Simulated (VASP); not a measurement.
# MgS (F-43m) in VASP: settings compared

The runs below take MgS through single point, with PBEsol, RPBE, revPBE.

Everything below comes from runs of VASP 6.6.1. Logs are shortened: lines on timing, memory, paths and dates and some standing lists are left out, and cuts for length are marked.

## Step 1: The cell of the first run

Symmetry: F-43m, No. 216, cubic system. Conventional cell: a = 5.651 Å, b = 5.651 Å, c = 5.651 Å, α = 90.00°, β = 90.00°, γ = 90.00°. S (site symmetry -43m) has 4 Mg at 2.45 Å within 3.2 Å. Mg (site symmetry -43m) has 4 S at 2.45 Å within 3.2 Å.

## Step 2: Single point, PBEsol

File INCAR:

```
SYSTEM = MgS
ALGO = Normal
EDIFF = 1E-6
ENCUT = 520
GGA = PS
ISIF = 2
ISMEAR = -1
LASPH = .TRUE.
LCHARG = .FALSE.
LREAL = .FALSE.
LWAVE = .FALSE.
NBANDS = 11
NELM = 80
PREC = Accurate
SIGMA = 0.05
```

File KPOINTS:

```
k-points
0
G
  8 8 8
  0 0 0
```

File POSCAR:

```
MgS
1.0
    0.0000000000      2.8254898200      2.8254898200
    2.8254898200      0.0000000000      2.8254898200
    2.8254898200      2.8254898200      0.0000000000
S Mg
1 1
Direct
    0.2500000000      0.2500000000      0.2500000000
    0.0000000000      0.0000000000      0.0000000000
```

Potentials or basis: VASP PAW PBE potentials, release 64 (S, Mg).

Started as:

```bash
$ cat potpaw_PBE.64/S/POTCAR potpaw_PBE.64/Mg/POTCAR > POTCAR
$ mpirun -np 1 vasp_std > vasp.out
```

OUTCAR:

```text
SYSTEM = MgS
   EDIFF = 1E-6
   ENCUT = 520
   GGA = PS
   ISIF = 2
   ISMEAR = -1
   LASPH = .TRUE.
   LREAL = .FALSE.
   NELM = 80
   PREC = Accurate

 ion  position               nearest neighbor table
   1  0.250  0.250  0.250-   2 2.45   2 2.45   2 2.45   2 2.45
   2  0.000  0.000  0.000-   1 2.45   1 2.45   1 2.45   1 2.45

  LATTYP: Found a face centered cubic cell.
 ALAT       =     5.6509796400

  Lattice vectors:

 A1 = (   0.0000000000,   2.8254898200,   2.8254898200)
 A2 = (   2.8254898200,   0.0000000000,   2.8254898200)
 A3 = (   2.8254898200,   2.8254898200,   0.0000000000)

Analysis of symmetry for initial positions (statically):
=====================================================================
 Subroutine PRICEL returns:
 Original cell was already a primitive cell.

 Routine SETGRP: Setting up the symmetry group for a
 face centered cubic supercell.

 Subroutine GETGRP returns: Found 24 space group operations
 (whereof 24 operations were pure point group operations)
 out of a pool of 48 trial point group operations.

The static configuration has the point symmetry T_d .

Analysis of symmetry for dynamics (positions and initial velocities):
=====================================================================
 Subroutine PRICEL returns:
 Original cell was already a primitive cell.

 Routine SETGRP: Setting up the symmetry group for a
 face centered cubic supercell.

 Subroutine GETGRP returns: Found 24 space group operations
 (whereof 24 operations were pure point group operations)
 out of a pool of 48 trial point group operations.

The dynamic configuration has the point symmetry T_d .

 Subroutine INISYM returns: Found 24 space group operations
 (whereof 24 operations are pure point group operations),
 and found     1 'primitive' translations

----------------------------------------------------------------------------------------

                                     Primitive cell

  volume of cell :      45.1140

  direct lattice vectors                    reciprocal lattice vectors
     0.000000000  2.825489820  2.825489820    -0.176960468  0.176960468  0.176960468
     2.825489820  0.000000000  2.825489820     0.176960468 -0.176960468  0.176960468
     2.825489820  2.825489820  0.000000000     0.176960468  0.176960468 -0.176960468

  length of vectors
     3.995846024  3.995846024  3.995846024     0.306504521  0.306504521  0.306504521

  position of ions in fractional coordinates (direct lattice)
     0.250000000  0.250000000  0.250000000
     0.000000000  0.000000000  0.000000000

  ion indices of the primitive-cell ions
   primitive index   ion index
                 1           1
                 2           2

----------------------------------------------------------------------------------------

 KPOINTS: k-points

Automatic generation of k-mesh.
 Grid dimensions read from file:
 generate k-points for:    8    8    8

 Generating k-lattice:

  Cartesian coordinates                     Fractional coordinates (reciprocal lattice)
    -0.022120058  0.022120058  0.022120058     0.125000000  0.000000000  0.000000000
     0.022120058 -0.022120058  0.022120058     0.000000000  0.125000000  0.000000000
     0.022120058  0.022120058 -0.022120058     0.000000000  0.000000000  0.125000000

  Length of vectors
     0.038313065  0.038313065  0.038313065

  Shift w.r.t. Gamma in fractional coordinates (k-lattice)
     0.000000000  0.000000000  0.000000000

 Subroutine IBZKPT returns following result:
 ===========================================

 Found     29 irreducible k-points:

 Following reciprocal coordinates:
            Coordinates               Weight
  0.000000  0.000000  0.000000      1.000000
  0.125000  0.000000  0.000000      8.000000
  0.250000  0.000000  0.000000      8.000000
  0.375000  0.000000  0.000000      8.000000
  0.500000  0.000000  0.000000      4.000000
  0.125000  0.125000  0.000000      6.000000
[... 16 lines left out ...]
  0.500000  0.250000  0.125000     48.000000
 -0.375000  0.250000  0.125000     24.000000
 [... further k-points ...]
   k-points           NKPTS =     29   k-points in BZ     NKDIM =     29   number of bands    NBANDS=     11
   number of dos      NEDOS =    301   number of ions     NIONS =      2
   total plane-waves  NPLWV =  27000
   dimension x,y,z NGX =    30 NGY =   30 NGZ =   30
   dimension x,y,z NGXF=    60 NGYF=   60 NGZF=   60
   ions per type =               1   1
   NGX,Y,Z   is equivalent  to a cutoff of  12.48, 12.48, 12.48 a.u.
   NGXF,Y,Z  is equivalent  to a cutoff of  24.96, 24.96, 24.96 a.u.
 SYSTEM =  MgS
   PREC   = accura    normal or accurate (medium, high low for compatibility)
   ISTART =      0    job   : 0-new  1-cont  2-samecut
   ICHARG =      2    charge: 1-file 2-atom 10-const
   ISPIN  =      1    spin polarized calculation?
   LNONCOLLINEAR =      F non collinear calculations
   LSORBIT =      F    spin-orbit coupling
   LASPH  =      T    aspherical Exc in radial PAW
   ENCUT  =  520.0 eV  38.22 Ry    6.18 a.u.   7.43  7.43  7.43*2*pi/ulx,y,z
   NELM   =     80;   NELMIN=  2; NELMDL= -5     # of ELM steps
   EDIFF  = 0.1E-05   stopping-criterion for ELM
   LREAL  =      F    real-space projection
   EDIFFG = 0.1E-04   stopping-criterion for IOM
   NSW    =      0    number of steps for IOM
   IBRION =     -1    ionic relax: 0-MD 1-quasi-New 2-CG
   NFREE  =      0    steps in history (QN), initial steepest desc. (CG)
   ISIF   =      2    stress and relaxation
   ISYM   =      2    0-nonsym 1-usesym 2-fastsym
   POTIM  = 0.5000    time-step for ionic-motion
   TEBEG  =    0.0;   TEEND  =   0.0 temperature during run
   PSTRESS=    0.0 pullay stress
   NELECT =       8.0000    total number of electrons
   NUPDOWN=      -1.0000    fix difference up-down
   EMIN   =  10.00;   EMAX   =-10.00  energy-range for DOS
   EFERMI =   0.00;   METHOD = LEGACY
   ISMEAR =    -1;   SIGMA  =   0.05  broadening in eV -4-tet -1-fermi 0-gaus
   EFERMI_NEDOS =   21; number of points for ismear=-14 and -15
   IALGO  =     38    algorithm
   IMIX   =      4    mixing-type and parameters
     AMIX     =   0.40;   BMIX     =  1.00
     AMIX_MAG =   1.60;   BMIX_MAG =  1.00
  volume/ion in A,a.u.               =      22.56       152.22
  Fermi-wavevector in a.u.,A,eV,Ry     =   0.919746  1.738067 11.509605  0.845932
  Thomas-Fermi vector in A             =   2.044974
   LORBIT       =      0    0 simple, 1 ext, 2 COOP (PROOUT), +10 PAW based schemes
   GGA     = PS    functional components
   LHFCALC =     F    Hartree Fock is set to
   AEXX    =    0.0000 exact exchange contribution
   IVDW    =     0    specifies the selected vdW correction
   LEPSILON=     F    determine dielectric tensor
   LRPA    =     F    only Hartree local field effects (RPA)
 non-spin polarized calculation
  energy-cutoff  :      520.00
  volume of cell :       45.11
 maximum number of plane-waves:      1243
 NGX is ok and might be reduce to    30
   NGX = 15   NGY = 15   NGZ = 15

 number of electron       8.0000001 magnetization

 Free energy of the ion-electron system (eV)
  ---------------------------------------------------
  ext. energy  EPLUGINS =         0.00000000
  ---------------------------------------------------
  free energy    TOTEN  =        -8.91759094 eV

  energy without entropy =       -8.91759094  energy(sigma->0) =       -8.91759094

 E-fermi :   2.1425     XC(G=0):  -8.5991

 val. band max:        1.0372531828   @ k =   0.0000   0.0000   0.0000
 cond. band min:       4.3614464417   @ k =   0.0000   0.0000   0.0000
 fundamental gap:      3.3241932589
 Fermi energy:         2.1425308688

 k-point     1 :       0.0000    0.0000    0.0000
  band No.  band energies     occupation
      1     -10.2512      2.00000
      2       1.0373      2.00000
      3       1.0373      2.00000
      4       1.0373      2.00000
      5       4.3614      0.00000
      6       8.9247      0.00000
      7       8.9247      0.00000
      8       8.9247      0.00000
      9      11.8330      0.00000
     10      11.8330      0.00000
     11      14.6313      0.00000

 k-point     2 :       0.1250    0.0000    0.0000
  band No.  band energies     occupation
      1     -10.1615      2.00000
      2       0.3329      2.00000
      3       0.9830      2.00000
      4       0.9830      2.00000
      5       5.0382      0.00000
      6       8.7304      0.00000
      7       9.1037      0.00000
      8       9.1037      0.00000
      9      11.3512      0.00000
     10      11.3512      0.00000
     11      13.9807      0.00000

 k-point     3 :       0.2500    0.0000    0.0000
  band No.  band energies     occupation
      1      -9.9288      2.00000
      2      -0.8643      2.00000
      3       0.8606      2.00000
      4       0.8606      2.00000
      5       5.9016      0.00000
      6       8.7482      0.00000
      7       9.1305      0.00000
      8       9.1305      0.00000
      9      11.4018      0.00000
     10      11.4018      0.00000
     11      13.1186      0.00000

 k-point     4 :       0.3750    0.0000    0.0000
  band No.  band energies     occupation
      1      -9.6677      2.00000
      2      -1.8078      2.00000
      3       0.7486      2.00000
      4       0.7486      2.00000
      5       6.0824      0.00000
      6       8.7611      0.00000
      7       8.7611      0.00000
      8       9.2720      0.00000
      9      12.7202      0.00000
     10      12.7202      0.00000
     11      13.1470      0.00000

 k-point     5 :       0.5000    0.0000    0.0000
  band No.  band energies     occupation
      1      -9.5489      2.00000
      2      -2.1662      2.00000
      3       0.7049      2.00000
      4       0.7049      2.00000
      5       6.0532      0.00000
      6       8.5867      0.00000
      7       8.5867      0.00000
      8       9.4881      0.00000
      9      13.7897      0.00000
     10      14.2176      0.00000
     11      14.2176      0.00000
[... 211 lines left out ...]
 k-point    21 :       0.5000    0.5000    0.0000
  band No.  band energies     occupation
      1      -9.3225      2.00000
      2      -1.8310      2.00000
      3      -0.0185      2.00000
      4      -0.0185      2.00000
      5       4.7425      0.00000
      6       6.5900      0.00000
      7      12.1215      0.00000
      8      13.2445      0.00000
      9      13.2445      0.00000
     10      14.9513      0.00000
     11      14.9572      0.00000

 k-point    22 :       0.3750    0.2500    0.1250
  band No.  band energies     occupation
      1      -9.7486      2.00000
      2      -1.0716      2.00000
      3       0.1719      2.00000
      4       0.6520      2.00000
      5       6.6245      0.00000
      6       7.9228      0.00000
      7       8.5224      0.00000
      8      10.1855      0.00000
      9      10.6951      0.00000
     10      13.3867      0.00000
     11      15.3515      0.00000

 k-point    23 :       0.5000    0.2500    0.1250
  band No.  band energies     occupation
      1      -9.5317      2.00000
      2      -1.5826      2.00000
      3      -0.1854      2.00000
      4       0.4715      2.00000
      5       6.8928      0.00000
      6       7.7237      0.00000
      7       8.8638      0.00000
      8      10.0180      0.00000
      9      11.8387      0.00000
     10      14.4746      0.00000
     11      15.0602      0.00000

 k-point    24 :      -0.3750    0.2500    0.1250
  band No.  band energies     occupation
      1      -9.4351      2.00000
      2      -1.8036      2.00000
      3      -0.2917      2.00000
      4       0.3744      2.00000
      5       6.9697      0.00000
      6       7.4338      0.00000
      7       9.7194      0.00000
      8       9.8128      0.00000
      9      12.3776      0.00000
     10      13.7943      0.00000
     11      15.2166      0.00000

 [... further k-points ...]
[... 5 lines left out ...]
  --------------------------------------------------------------------------------------
  -------------------------------------------------------------------------------------
  Total       -0.0193003     -0.0193003     -0.0193003      0.0000000      0.0000000      0.0000000
  in kB       -0.6854304     -0.6854304     -0.6854304      0.0000000      0.0000000      0.0000000
  external PRESSURE =      -0.6854304 kB  Pullay stress =       0.0000000 kB

 VOLUME and BASIS-vectors are now :
 -----------------------------------------------------------------------------
  energy-cutoff  :      520.00
  volume of cell :       45.11
      direct lattice vectors                 reciprocal lattice vectors
     0.000000000  2.825489820  2.825489820    -0.176960468  0.176960468  0.176960468
     2.825489820  0.000000000  2.825489820     0.176960468 -0.176960468  0.176960468
     2.825489820  2.825489820  0.000000000     0.176960468  0.176960468 -0.176960468

 POSITION                                       TOTAL-FORCE (eV/Angst)
 -----------------------------------------------------------------------------------
      1.41274      1.41274      1.41274        -0.000000      0.000000      0.000000
      0.00000      0.00000      0.00000         0.000000     -0.000000     -0.000000
 -----------------------------------------------------------------------------------
    total drift:                                0.000000      0.000000      0.000000

  FREE ENERGIE OF THE ION-ELECTRON SYSTEM (eV)
  ---------------------------------------------------
  free  energy   TOTEN  =        -8.9175909407 eV

  energy  without entropy=       -8.9175909407  energy(sigma->0) =       -8.91759094
```

Wall time 14 s (1 thread of Intel Xeon 6975P-C, shared host); peak memory 0.17 GiB.

Results:

| Item | Value |
| --- | --- |
| Free energy | -8.9176 eV |
| Pressure | -0.1 GPa |
| Band gap on the k mesh | 3.32 eV, direct |

Caveat: the PAW data sets were made with another functional, which shifts forces and pressure a little. PBEsol gaps usually lie below the measured ones, often by a third to a half.

## Step 3: Single point, RPBE

This run uses another cell than the first one, of 23.82 Å³/atom, 1.056 times its volume.

File INCAR:

```
PREC = Accurate
ENCUT = 520
EDIFF = 1E-6
ISMEAR = -1
SIGMA = 0.05
LREAL = False
LASPH = True
NELM = 80
ALGO = Normal
ISIF = 2
LWAVE = False
LCHARG = False
GGA = RP
NBANDS = 11
```

File KPOINTS:

```
regular mesh
0
Gamma
  8 8 8
```

File POSCAR:

```
MgS
1.0
    0.0000000000      2.8772323106      2.8772323106
    2.8772323106      0.0000000000      2.8772323106
    2.8772323106      2.8772323106      0.0000000000
S Mg
1 1
Direct
    0.2500000000      0.2500000000      0.2500000000
    0.0000000000      0.0000000000      0.0000000000
```

Potentials or basis: VASP PAW PBE potentials, release 64 (S, Mg).

Started as:

```bash
$ cat potpaw_PBE.64/S/POTCAR potpaw_PBE.64/Mg/POTCAR > POTCAR
$ mpirun -np 1 vasp_std > vasp.out
```

Wall time 19 s (1 thread of Intel Xeon 6975P-C, shared host); peak memory 0.17 GiB.

It converged, with:

```yaml
Free_energy: -8.0192 eV
Pressure: -0.2 GPa
Band_gap_on_the_k_mesh: 3.43 eV, direct
```

Levels at points of the mesh, in eV from the valence-band top:
| k point | band 1 | band 2 | band 3 | band 4 | band 5 | band 6 | band 7 | band 8 |
| --- | --- | --- | --- | --- | --- | --- | --- | --- |
| (0.00, 0.00, 0.00) | -11.09 | 0.00 | 0.00 | 0.00 | 3.43 | 7.91 | 7.91 | 7.91 |
| (0.50, 0.00, 0.00) | -10.49 | -2.91 | -0.31 | -0.31 | 5.11 | 7.66 | 7.66 | 8.57 |
| (0.50, 0.50, 0.00) | -10.30 | -2.63 | -0.96 | -0.96 | 4.09 | 5.72 | 10.91 | 12.08 |

Caveat: the PAW data sets were made with another functional, which shifts forces and pressure a little.

## Step 4: Single point, revPBE

This run uses another cell than the first one, of 23.65 Å³/atom, 1.049 times its volume.

File INCAR:

```
SYSTEM = MgS
PREC = Accurate
ENCUT = 520
EDIFF = 1E-7
ISMEAR = -1
SIGMA = 0.05
LREAL = .False.
LASPH = .True.
NELM = 100
ALGO = Normal
ISIF = 2
LWAVE = .False.
LCHARG = .True.
GGA = RE
LELF = .True.
LVHAR = .True.
NBANDS = 11
```

File KPOINTS:

```
regular mesh
0
Gamma
  8 8 8
  0 0 0
```

File POSCAR:

```
MgS
1.0
    0.0000000000      2.8704643675      2.8704643675
    2.8704643675      0.0000000000      2.8704643675
    2.8704643675      2.8704643675      0.0000000000
S Mg
1 1
Direct
    0.2500000000      0.2500000000      0.2500000000
    0.0000000000      0.0000000000      0.0000000000
```

Started as:

```bash
$ cat potpaw_PBE.64/S/POTCAR potpaw_PBE.64/Mg/POTCAR > POTCAR
$ mpirun -np 1 vasp_std > vasp.out
```

It used 14 s of CPU time on 1 thread of Intel Xeon 6975P-C (shared host).

The run converged. Its results:

* Free energy: -8.0563 eV
* Pressure: -0.1 GPa
* Band gap on the k mesh: 3.42 eV, direct

Levels at points of the mesh, in eV from the valence-band top:
```csv
k point,band 2,band 3,band 4,band 5,band 6,band 7
"(0.00, 0.00, 0.00)",0.00,0.00,0.00,3.42,7.91,7.91
"(0.50, 0.00, 0.00)",-2.94,-0.31,-0.31,5.10,7.65,7.65
"(0.50, 0.50, 0.00)",-2.66,-0.97,-0.97,4.04,5.70,10.92
```

Caveat: the PAW data sets were made with another functional, which shifts forces and pressure a little.

## Step 5: The runs side by side

```csv
level,cell,gap on the mesh (eV),pressure (GPa)
PBEsol,"a = 3.996 Å, angles 60.0°, 2 atoms",3.32,-0.1
RPBE,"a = 4.069 Å, angles 60.0°, 2 atoms",3.43,-0.2
revPBE,"a = 4.059 Å, angles 60.0°, 2 atoms",3.42,-0.1
```

Alike in all rows: task single point; potentials or basis VASP PAW PBE potentials, release 64 (S, Mg); no spin polarisation; k mesh 8 × 8 × 8; cutoff (eV) 520; smearing fermi-dirac 0.05 eV.

Caveats: the PAW data sets were made with another functional, which shifts forces and pressure a little.

Total energies depend on the potentials used, so only differences within one code and one set of settings carry meaning.
